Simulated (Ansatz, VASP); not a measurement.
## One calculation of PbF2, two programs

Contents of INCAR:

```
SYSTEM = PbF2
  PREC = Accurate
  ENCUT = 600
  EDIFF = 1E-6
  ISMEAR = -1
  SIGMA = 0.05
  LREAL = .FALSE.
  LASPH = .TRUE.
  NELM = 120
  ALGO = Normal
  ISIF = 2
  LWAVE = .FALSE.
  LCHARG = .FALSE.
  GGA = CA
  NBANDS = 21
  GGA_COMPAT = .FALSE.
```

File KPOINTS:

```
regular mesh
0
G
  8 8 8
  0 0 0
```

POSCAR

```
PbF2
1.0
    0.0000000000      2.9636600000      2.9636600000
    2.9636600000      0.0000000000      2.9636600000
    2.9636600000      2.9636600000      0.0000000000
Pb F
1 2
Direct
    0.0000000000      0.0000000000      0.0000000000
    0.7500000000      0.7500000000      0.7500000000
    0.2500000000      0.2500000000      0.2500000000
```

File input.yaml:

```yaml
crystal:
  lattice:
    - [0.0, 2.96366, 2.96366]
    - [2.96366, 0.0, 2.96366]
    - [2.96366, 2.96366, 0.0]
  atoms:
    - { symbol: Pb, position: [0.0, 0.0, 0.0] }
    - { symbol: F, position: [0.75, 0.75, 0.75] }
    - { symbol: F, position: [0.25, 0.25, 0.25] }
kpoints:
  mp_grid: { grid: [8, 8, 8] }
  band_path:
    path:
      - [0.0, 0.0, 0.0]
      - [0.5, 0.0, 0.5]
      - [0.5, 0.25, 0.75]
      - [0.375, 0.375, 0.75]
      - [0.0, 0.0, 0.0]
      - [0.5, 0.5, 0.5]
      - [0.625, 0.25, 0.625]
      - [0.5, 0.25, 0.75]
    npoints: 8
scf:
  occupations: { method: fermi_dirac, width: 0.05 }
hamiltonian:
  xc: lda
  pseudopotentials: { kind: all_electron, lapw: { basis_error: 0.002 } }
output:
  forces: true
  stress: true
  eigenvalues: true
```

Alike in both runs: functional LDA; k mesh 8 × 8 × 8; occupations fermi-dirac, width 0.05 eV; no spin polarisation.

```csv
,VASP,Ansatz
version,VASP 6.6.1,Ansatz 0.2.0
potentials or method,"VASP PAW LDA potentials, release 64 (Pb_d, F), cutoff 600 eV","all-electron LAPW, scalar-relativistic"
task,single point,band structure
```

|  | VASP | Ansatz | Ansatz less VASP |
| --- | --- | --- | --- |
| gap on the k mesh at the Fermi level (eV) | 4.22 | 4.25 | +0.028 |
| least direct gap on the mesh (eV) | 4.38 | 4.41 | +0.028 |
| pressure (GPa) | -4.6 | -4.5 | +0.10 |

LDA's correlation is that of Perdew and Zunger in VASP and of Perdew and Wang (1992) in Ansatz. Ansatz ran all-electron here, and VASP with PAW potentials.

Neither program's run includes spin-orbit coupling.
